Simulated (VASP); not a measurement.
A run of VASP 6.6.1:

The input INCAR:

```
  PREC = Accurate
  ENCUT = 520
  EDIFF = 1E-7
  ISMEAR = 0
  SIGMA = 0.1
  LREAL = Auto
  LASPH = T
  NELM = 60
  ALGO = Normal
  ISIF = 2
  LWAVE = F
  LCHARG = F
  GGA = PE
  IVDW = 12
  NBANDS = 97
```

Contents of KPOINTS:

```
Automatic mesh
0
Gamma
  2 2 2
```

File POSCAR:

```
Ba16O
1.0
   10.0400000000      0.0000000000      0.0000000000
    0.0000000000     10.0400000000      0.0000000000
    0.0000000000      0.0000000000     10.0400000000
Ba O
16 1
Direct
    0.0301682271     -0.0036798805      0.0000116534
    0.4694784861     -0.0036708167      0.0000116534
   -0.0113011952      0.4853426295      0.0000127490
    0.0044916335     -0.0036486056      0.5000121514
    0.2498274900      0.2646956175      0.2611619522
    0.5109713147      0.4853351594      0.0000126494
    0.4951810757     -0.0036405378      0.5000122510
    0.7498382470      0.2418084661      0.2572314741
   -0.0073760956      0.5082458167      0.5000118526
    0.2498439243      0.7537303785      0.2196632470
    0.2498274900      0.2646960159      0.7388623506
    0.5070445219      0.5082384462      0.5000119522
    0.7498314741      0.7536820717      0.2453551793
    0.7498382470      0.2418087649      0.7427928287
    0.2498439243      0.7537301793      0.7803625498
    0.7498315737      0.7536815737      0.7546689243
    0.2498435259      0.8750340637      0.0000113546
```

Potentials or basis: VASP PAW PBE potentials, release 64 (Ba_sv, O).

Command:

```console
$ cat potpaw_PBE.64/Ba_sv/POTCAR potpaw_PBE.64/O/POTCAR > POTCAR
$ mpirun -np 1 vasp_std > vasp.out
```

Hardware: 1 thread of Intel(R) Xeon(R) Platinum 8559C (Emerald Rapids), on a shared host.

Task: Estimate the wall time of this run.

Result: It took 16 min on 1 thread of Intel(R) Xeon(R) Platinum 8559C (Emerald Rapids) (shared host), peak memory 1.2 GiB. Counts: scf iterations 17, k points 8.
